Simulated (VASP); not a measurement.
# CdSe (P2_1) in VASP: further runs

The runs below take CdSe through single point, with PBEsol.

Everything below comes from runs of VASP 6.6.1. Logs are shortened: lines on timing, memory, paths and dates and some standing lists are left out, and cuts for length are marked.

### 1 The cell of the first run

It takes space group P2_1 (No. 4, monoclinic). Conventional cell: a = 4.301 Å, b = 6.083 Å, c = 4.301 Å, α = 90.00°, β = 90.00°, γ = 90.00°. Within 3.4 Å of Cd (site symmetry 1) lie 4 Se at 2.54 to 2.83 Å. Se (site symmetry 1) has 4 Cd at 2.54 to 2.83 Å within 3.4 Å.

### 2 Single point, PBEsol (atoms displaced along several vibrational modes)

INCAR

```
PREC     = Accurate       # precision mode
ENCUT    = 520            # plane-wave cutoff, eV
EDIFF    = 1E-7           # SCF threshold, eV
ISMEAR   = 0              # smearing method
SIGMA    = 0.05           # smearing width, eV
LREAL    = F              # projectors in reciprocal space
LASPH    = T              # aspherical terms in the spheres
NELM     = 100            # most SCF steps
ALGO     = Normal         # electronic algorithm
ISIF     = 2              # what is computed and relaxed
LWAVE    = F              # write WAVECAR
LCHARG   = T              # write CHGCAR
GGA      = PS             # functional
LELF     = T              # ELF
LVHAR    = T            
NBANDS   = 26             # bands
```

KPOINTS

```
regular mesh
0
Gamma
  8 8 6
```

POSCAR

```
CdSe
1.0
    0.0000000000     -3.0413096037     -3.0413096037
    0.0000000000      3.0413096037     -3.0413096037
    6.0826192074      0.0000000000      0.0000000000
Cd Se
2 2
Direct
    0.5567758106      0.5737600610      0.5000000000
   -0.0567758106     -0.0737600610      0.0000000000
    0.0644312708      0.4684493014      0.2500000000
    0.4355687292      0.0315506986      0.7500000000
```

Potentials or basis: VASP PAW PBE potentials, release 64 (Cd, Se).

Run with:

```sh
cat potpaw_PBE.64/Cd/POTCAR potpaw_PBE.64/Se/POTCAR > POTCAR
mpirun -np 1 vasp_std > vasp.out
```

OUTCAR:

```text
PREC = Accurate
   ENCUT = 520
   EDIFF = 1E-7
   ISMEAR = 0
   LREAL = F
   LASPH = T
   NELM = 100
   ISIF = 2
   GGA = PS

 ion  position               nearest neighbor table
   1  0.557  0.574  0.500-   4 2.54   3 2.65   3 2.70   4 2.83   2 3.78   2 3.78
   2  0.943  0.926  0.000-   3 2.54   4 2.65   4 2.70   3 2.83   1 3.78   1 3.78
   3  0.064  0.468  0.250-   2 2.54   1 2.65   1 2.70   2 2.83
   4  0.436  0.032  0.750-   1 2.54   2 2.65   2 2.70   1 2.83

  LATTYP: Found a simple tetragonal cell.
 ALAT       =     4.3010612889
 C/A-ratio  =     1.4142135624

  Lattice vectors:

 A1 = (   0.0000000000,  -3.0413096037,  -3.0413096037)
 A2 = (   0.0000000000,   3.0413096037,  -3.0413096037)
 A3 = (   6.0826192074,   0.0000000000,   0.0000000000)

Analysis of symmetry for initial positions (statically):
=====================================================================
 Subroutine PRICEL returns:
 Original cell was already a primitive cell.

 Routine SETGRP: Setting up the symmetry group for a
 simple tetragonal supercell.

 Subroutine GETGRP returns: Found  2 space group operations
 (whereof  1 operations were pure point group operations)
 out of a pool of 16 trial point group operations.

The static configuration has the point symmetry C_1 .
 The point group associated with its full space group is C_2 .

Analysis of symmetry for dynamics (positions and initial velocities):
=====================================================================
 Subroutine PRICEL returns:
 Original cell was already a primitive cell.

 Routine SETGRP: Setting up the symmetry group for a
 simple tetragonal supercell.

 Subroutine GETGRP returns: Found  2 space group operations
 (whereof  1 operations were pure point group operations)
 out of a pool of 16 trial point group operations.

The dynamic configuration has the point symmetry C_1 .
 The point group associated with its full space group is C_2 .

 Subroutine INISYM returns: Found  2 space group operations
 (whereof  1 operations are pure point group operations),
 and found     1 'primitive' translations

----------------------------------------------------------------------------------------

                                     Primitive cell

  volume of cell :     112.5232

  direct lattice vectors                    reciprocal lattice vectors
     0.000000000 -3.041309604 -3.041309604     0.000000000 -0.164402861 -0.164402861
     0.000000000  3.041309604 -3.041309604     0.000000000  0.164402861 -0.164402861
     6.082619207  0.000000000  0.000000000     0.164402861  0.000000000  0.000000000

  length of vectors
     4.301061289  4.301061289  6.082619207     0.232500756  0.232500756  0.164402861

  position of ions in fractional coordinates (direct lattice)
     0.556775811  0.573760061  0.500000000
     0.943224189  0.926239939  0.000000000
     0.064431271  0.468449301  0.250000000
     0.435568729  0.031550699  0.750000000

  ion indices of the primitive-cell ions
   primitive index   ion index
                 1           1
                 2           2
                 3           3
                 4           4

----------------------------------------------------------------------------------------

 KPOINTS: regular mesh

Automatic generation of k-mesh.
 Grid dimensions read from file:
 generate k-points for:    8    8    6

 Generating k-lattice:

  Cartesian coordinates                     Fractional coordinates (reciprocal lattice)
     0.000000000 -0.020550358 -0.020550358     0.125000000  0.000000000  0.000000000
     0.000000000  0.020550358 -0.020550358     0.000000000  0.125000000  0.000000000
     0.027400477  0.000000000  0.000000000     0.000000000  0.000000000  0.166666667

  Length of vectors
     0.029062594  0.029062594  0.027400477

  Shift w.r.t. Gamma in fractional coordinates (k-lattice)
     0.000000000  0.000000000  0.000000000

 Subroutine IBZKPT returns following result:
 ===========================================

 Found    136 irreducible k-points:

 Following reciprocal coordinates:
            Coordinates               Weight
  0.000000  0.000000  0.000000      1.000000
  0.125000  0.000000  0.000000      2.000000
  0.000000  0.125000  0.000000      2.000000
  0.250000  0.000000  0.000000      2.000000
  0.000000  0.250000  0.000000      2.000000
  0.375000  0.000000  0.000000      2.000000
[... 16 lines left out ...]
 -0.250000  0.250000  0.000000      2.000000
  0.375000  0.250000  0.000000      2.000000
 [... further k-points ...]
   k-points           NKPTS =    136   k-points in BZ     NKDIM =    136   number of bands    NBANDS=     26
   number of dos      NEDOS =    301   number of ions     NIONS =      4
   total plane-waves  NPLWV =  49152
   dimension x,y,z NGX =    32 NGY =   32 NGZ =   48
   dimension x,y,z NGXF=    64 NGYF=   64 NGZF=   96
   ions per type =               2   2
   NGX,Y,Z   is equivalent  to a cutoff of  12.37, 12.37, 13.12 a.u.
   NGXF,Y,Z  is equivalent  to a cutoff of  24.74, 24.74, 26.24 a.u.
 SYSTEM =  unknown system
   PREC   = accura    normal or accurate (medium, high low for compatibility)
   ISTART =      0    job   : 0-new  1-cont  2-samecut
   ICHARG =      2    charge: 1-file 2-atom 10-const
   ISPIN  =      1    spin polarized calculation?
   LNONCOLLINEAR =      F non collinear calculations
   LSORBIT =      F    spin-orbit coupling
   LASPH  =      T    aspherical Exc in radial PAW
   ENCUT  =  520.0 eV  38.22 Ry    6.18 a.u.   8.00  8.00 11.31*2*pi/ulx,y,z
   NELM   =    100;   NELMIN=  2; NELMDL= -5     # of ELM steps
   EDIFF  = 0.1E-06   stopping-criterion for ELM
   LREAL  =      F    real-space projection
   EDIFFG = 0.1E-05   stopping-criterion for IOM
   NSW    =      0    number of steps for IOM
   IBRION =     -1    ionic relax: 0-MD 1-quasi-New 2-CG
   NFREE  =      0    steps in history (QN), initial steepest desc. (CG)
   ISIF   =      2    stress and relaxation
   ISYM   =      2    0-nonsym 1-usesym 2-fastsym
   POTIM  = 0.5000    time-step for ionic-motion
   TEBEG  =    0.0;   TEEND  =   0.0 temperature during run
   PSTRESS=    0.0 pullay stress
   NELECT =      36.0000    total number of electrons
   NUPDOWN=      -1.0000    fix difference up-down
   EMIN   =  10.00;   EMAX   =-10.00  energy-range for DOS
   EFERMI =   0.00;   METHOD = LEGACY
   ISMEAR =     0;   SIGMA  =   0.05  broadening in eV -4-tet -1-fermi 0-gaus
   EFERMI_NEDOS =   21; number of points for ismear=-14 and -15
   IALGO  =     38    algorithm
   IMIX   =      4    mixing-type and parameters
     AMIX     =   0.40;   BMIX     =  1.00
     AMIX_MAG =   1.60;   BMIX_MAG =  1.00
  volume/ion in A,a.u.               =      28.13       189.84
  Fermi-wavevector in a.u.,A,eV,Ry     =   1.119683  2.115894 17.057484  1.253690
  Thomas-Fermi vector in A             =   2.256324
   LORBIT       =      0    0 simple, 1 ext, 2 COOP (PROOUT), +10 PAW based schemes
   GGA     = PS    functional components
   LHFCALC =     F    Hartree Fock is set to
   AEXX    =    0.0000 exact exchange contribution
   IVDW    =     0    specifies the selected vdW correction
   LEPSILON=     F    determine dielectric tensor
   LRPA    =     F    only Hartree local field effects (RPA)
 non-spin polarized calculation
 Gauss-broadening in eV      SIGMA  =   0.05
  energy-cutoff  :      520.00
  volume of cell :      112.52
 maximum number of plane-waves:      3080
   NGX = 15   NGY = 15   NGZ = 23

 number of electron      35.9999996 magnetization

 Free energy of the ion-electron system (eV)
  ---------------------------------------------------
  ext. energy  EPLUGINS =         0.00000000
  ---------------------------------------------------
  free energy    TOTEN  =       -12.08617800 eV

  energy without entropy =      -12.08617800  energy(sigma->0) =      -12.08617800

 E-fermi :   1.0880     XC(G=0):  -9.1523

 val. band max:        0.8229218769   @ k =   0.0000   0.0000   0.0000
 cond. band min:       1.2854097351   @ k =   0.0000   0.0000   0.0000
 fundamental gap:      0.4624878582
 Fermi energy:         1.0879642333

 k-point     1 :       0.0000    0.0000    0.0000
  band No.  band energies     occupation
      1     -11.7718      2.00000
      2     -11.1640      2.00000
      3      -7.1018      2.00000
      4      -7.0904      2.00000
      5      -7.0672      2.00000
      6      -6.9204      2.00000
[... 18 lines left out ...]
     25       9.0814      0.00000
     26      10.3384      0.00000

 k-point     2 :       0.1250    0.0000    0.0000
  band No.  band energies     occupation
      1     -11.7326      2.00000
      2     -11.1690      2.00000
      3      -7.0878      2.00000
      4      -7.0744      2.00000
      5      -7.0564      2.00000
      6      -6.9149      2.00000
[... 18 lines left out ...]
     25       9.1584      0.00000
     26       9.9198      0.00000

 k-point     3 :       0.0000    0.1250    0.0000
  band No.  band energies     occupation
      1     -11.7325      2.00000
      2     -11.1703      2.00000
      3      -7.0999      2.00000
      4      -7.0773      2.00000
      5      -7.0486      2.00000
      6      -6.9229      2.00000
[... 18 lines left out ...]
     25       9.1431      0.00000
     26       9.9884      0.00000

 k-point     4 :       0.2500    0.0000    0.0000
  band No.  band energies     occupation
      1     -11.6284      2.00000
      2     -11.1896      2.00000
      3      -7.0600      2.00000
      4      -7.0521      2.00000
      5      -6.9996      2.00000
      6      -6.9140      2.00000
[... 18 lines left out ...]
     25       8.7066      0.00000
     26       9.2809      0.00000

 k-point     5 :       0.0000    0.2500    0.0000
  band No.  band energies     occupation
      1     -11.6268      2.00000
      2     -11.1952      2.00000
      3      -7.0943      2.00000
      4      -7.0536      2.00000
      5      -6.9933      2.00000
      6      -6.9139      2.00000
[... 18 lines left out ...]
     25       8.6333      0.00000
     26       9.2065      0.00000

 k-point     6 :       0.3750    0.0000    0.0000
  band No.  band energies     occupation
      1     -11.4961      2.00000
      2     -11.2362      2.00000
      3      -7.0439      2.00000
      4      -7.0312      2.00000
      5      -6.9441      2.00000
      6      -6.9037      2.00000
[... 427 lines left out ...]
 k-point    21 :      -0.1250    0.5000    0.0000
  band No.  band energies     occupation
      1     -11.3571      2.00000
      2     -11.3125      2.00000
      3      -7.0813      2.00000
      4      -7.0058      2.00000
      5      -6.9302      2.00000
      6      -6.8481      2.00000
[... 18 lines left out ...]
     25       8.4552      0.00000
     26       9.2314      0.00000

 k-point    22 :       0.2500    0.2500    0.0000
  band No.  band energies     occupation
      1     -11.5331      2.00000
      2     -11.1641      2.00000
      3      -7.0502      2.00000
      4      -7.0032      2.00000
      5      -6.9537      2.00000
      6      -6.8857      2.00000
[... 18 lines left out ...]
     25       8.4388      0.00000
     26       8.5134      0.00000

 k-point    23 :      -0.2500    0.2500    0.0000
  band No.  band energies     occupation
      1     -11.4812      2.00000
      2     -11.2262      2.00000
      3      -7.0491      2.00000
      4      -6.9980      2.00000
      5      -6.9751      2.00000
      6      -6.8742      2.00000
[... 18 lines left out ...]
     25       8.3553      0.00000
     26       8.4709      0.00000

 k-point    24 :       0.3750    0.2500    0.0000
  band No.  band energies     occupation
      1     -11.4353      2.00000
      2     -11.1766      2.00000
      3      -7.0309      2.00000
      4      -6.9806      2.00000
      5      -6.9261      2.00000
      6      -6.8627      2.00000
[... 18 lines left out ...]
     25       8.8297      0.00000
     26       9.3193      0.00000

 [... further k-points ...]
[... 5 lines left out ...]
  --------------------------------------------------------------------------------------
  -------------------------------------------------------------------------------------
  Total       -0.1521727     -0.8274517     -0.5912051      0.0000000     -0.5996197      0.0000000
  in kB       -2.1667331    -11.7817923     -8.4179598      0.0000000     -8.5377730      0.0000000
  external PRESSURE =      -7.4554951 kB  Pullay stress =       0.0000000 kB

 VOLUME and BASIS-vectors are now :
 -----------------------------------------------------------------------------
  energy-cutoff  :      520.00
  volume of cell :      112.52
      direct lattice vectors                 reciprocal lattice vectors
     0.000000000 -3.041309604 -3.041309604     0.000000000 -0.164402861 -0.164402861
     0.000000000  3.041309604 -3.041309604     0.000000000  0.164402861 -0.164402861
     6.082619207  0.000000000  0.000000000     0.164402861  0.000000000  0.000000000

 POSITION                                       TOTAL-FORCE (eV/Angst)
 -----------------------------------------------------------------------------------
      3.04131      0.05165     -3.43831        -0.164041     -0.600269      0.212703
      0.00000     -0.05165     -5.68562        -0.164041      0.600269     -0.212703
      1.52065      1.22874     -1.62065         0.164041      0.227258      0.787640
      4.56196     -1.22874     -1.42065         0.164041     -0.227258     -0.787640
 -----------------------------------------------------------------------------------
    total drift:                                0.000036     -0.000000      0.000000

  FREE ENERGIE OF THE ION-ELECTRON SYSTEM (eV)
  ---------------------------------------------------
  free  energy   TOTEN  =       -12.0861780021 eV

  energy  without entropy=      -12.0861780021  energy(sigma->0) =      -12.08617800
```

Wall time 6.3 min (1 thread of Oxide Virtual Turin-like, shared host); peak memory 0.43 GiB.

What came out:

- Free energy: -12.0862 eV
- Pressure: -0.7 GPa
- Largest force: 0.836 eV/Å
- Band gap on the k mesh: 0.46 eV

Forces in eV/Å, atoms in the order of the input:
```
Cd  -0.164 -0.600  0.213
Cd  -0.164  0.600 -0.213
Se   0.164  0.227  0.788
Se   0.164 -0.227 -0.788
```

Stress tensor (GPa, compression positive):
```
-0.22  0.00  0.00
 0.00 -1.18 -0.85
 0.00 -0.85 -0.84
```

Caveat: the cell differs from its parent crystal (atoms displaced along several vibrational modes); semilocal functionals underestimate gaps, and a narrow one can read as zero; the PAW data sets were made with another functional, which shifts forces and pressure a little.

(Part 1 of 2 ends here.)
